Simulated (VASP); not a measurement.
Set up this calculation in VASP 6.6.1, as the native input.

| Item | Value |
| --- | --- |
| Task | single point |
| Functional | PBE |
| Potentials or basis | VASP PAW PBE potentials, release 64 (Bi_d, Mo_sv) |
| Cutoff | 520 eV |
| k mesh | 4 × 4 × 4 |
| Occupations | gaussian, width 0.1 eV |
| Spin | no spin polarisation |
| Dipole correction | no |
| Further INCAR settings | ALGO = Fast; EDIFF = 1e-07; NBANDS = 29 |

The structure of Bi2Mo lies in POSCAR:

```
Bi2Mo
1.0
    0.0000000000      3.3565895300      3.3565895300
    3.3565895300      0.0000000000      3.3565895300
    3.3565895300      3.3565895300      0.0000000000
Bi Mo
2 1
Direct
    0.7500000000      0.7500000000      0.7500000000
    0.2500000000      0.2500000000      0.2500000000
    0.0000000000      0.0000000000      0.0000000000
```

One way to write it, as run:

INCAR

```
PREC     = Accurate       # precision mode
ENCUT    = 520            # plane-wave cutoff, eV
EDIFF    = 1E-7           # SCF threshold, eV
ISMEAR   = 0              # smearing method
SIGMA    = 0.1            # smearing width, eV
LREAL    = F              # projectors in reciprocal space
LASPH    = T              # aspherical terms in the spheres
NELM     = 80             # most SCF steps
ALGO     = Fast           # electronic algorithm
ISIF     = 2              # what is computed and relaxed
LWAVE    = F              # write WAVECAR
LCHARG   = F              # write CHGCAR
GGA      = PE             # functional
NBANDS   = 29             # bands
```

KPOINTS

```
Automatic mesh
0
Gamma
  4 4 4
```

Potentials or basis: VASP PAW PBE potentials, release 64 (Bi_d, Mo_sv).

Command:

```console
$ cat potpaw_PBE.64/Bi_d/POTCAR potpaw_PBE.64/Mo_sv/POTCAR > POTCAR
$ mpirun -np 1 vasp_std > vasp.out
```

It gave:

```yaml
Pressure: 5.1 GPa
Band_gap_on_the_k_mesh: zero (band 22 reaches 11.02 eV, above the bottom of band 23 at 8.65 eV)
```

Caveat: the k points lie up to 0.41 Å⁻¹ apart; spin-orbit coupling is left out, which moves the levels of the heavy elements.

Wall time 17 s on 1 thread of Intel(R) Xeon(R) 6975P-C (Granite Rapids) (shared host), peak memory 0.2 GiB.
